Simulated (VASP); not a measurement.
The system is GaP.

```xyz
2
Lattice="0.0000 2.7254 2.7254 2.7254 0.0000 2.7254 2.7254 2.7254 0.0000" Properties=species:S:1:pos:R:3 pbc="T T T"
Ga    0.0000    0.0000    0.0000
P     1.3627    1.3627    1.3627
```

Base run:

```yaml
Program: VASP 6.6.1
Functional: PBEsol
Potentials_or_basis: VASP PAW PBE potentials, release 64 (Ga_d, P)
Cutoff: 500 eV
k_mesh: 6 × 6 × 6
Occupations: gaussian, width 0.01 eV
Spin: no spin polarisation
```

Its results: band gap on the k mesh 1.51 eV, indirect (least direct gap 1.75 eV); pressure -0.6 GPa.

Problem. The run is repeated on the same cell with these changes: dispersion from none to D4. What comes out?

Solution. Band gap on the k mesh 1.51 eV, indirect (least direct gap 1.75 eV); pressure -2.4 GPa.

Dispersion adds attraction, which lowers the pressure at fixed volume and, as a term added to the energy, leaves the levels alone.

Caveats: the PAW data sets were made with another functional, which shifts forces and pressure a little.

A k mesh can miss the band edges.
